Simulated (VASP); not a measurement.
WS2:

```
W S
1.0
     3.18000    0.00000    0.00000
    -1.59000    2.75396    0.00000
     0.00000    0.00000   12.50000
W S
2 4
Direct
  0.33333 0.66667 0.25000
  0.66667 0.33333 0.75000
  0.33333 0.66667 0.62500
  0.66667 0.33333 0.12500
  0.33333 0.66667 0.87500
  0.66667 0.33333 0.37500
```

```yaml
Program: VASP 6.6.1
Task: relaxation of cell and atoms
Functional: PBE
Dispersion: D3(BJ)
Potentials_or_basis: VASP PAW PBE potentials, release 64 (W_sv, S)
Cutoff: 600 eV
k_mesh: 12 × 12 × 3
Occupations: gaussian, width 0.01 eV
Spin: no spin polarisation
```

At the start: pressure -1.5 GPa; volume 18.24 Å³/atom.

**Question.** Where does the relaxation end?

**Answer.** Over 14 steps the energy falls by 5.5 meV/atom and the volume is 17.43 Å³/atom (-4.4 %); space group P6_3/mmc (No. 194, to 0.1 Å) before and after.

The path:
```tsv
step	energy change (eV)	largest force (eV/Å)	pressure (GPa)	volume (Å³)
1	0.0000	0.1376	-1.52	109.47
2	-0.0075	0.3287	1.82	106.74
3	-0.0119	0.2556	0.51	107.76
4	-0.0146	0.0716	-0.68	107.53
5	-0.0164	0.0531	-0.22	107.62
6	-0.0201	0.0478	-0.21	107.24
7	-0.0288	0.0341	-0.15	106.08
8	-0.0309	0.0028	0.17	103.77
9	-0.0329	0.0242	0.02	104.82
10	-0.0329	0.0218	0.03	104.68
11	-0.0325	0.0731	-0.38	104.65
12	-0.0330	0.0017	-0.07	104.67
13	-0.0329	0.0058	0.17	104.47
14	-0.0330	0.0009	0.01	104.60
```

Final structure:
```
W S
1.0
     3.15415    0.00000    0.00000
    -1.57708    2.73158    0.00000
     0.00000    0.00000   12.14097
W S
2 4
Direct
  0.33333 0.66667 0.25000
  0.66667 0.33333 0.75000
  0.33333 0.66667 0.62030
  0.66667 0.33333 0.12030
  0.33333 0.66667 0.87970
  0.66667 0.33333 0.37970
```
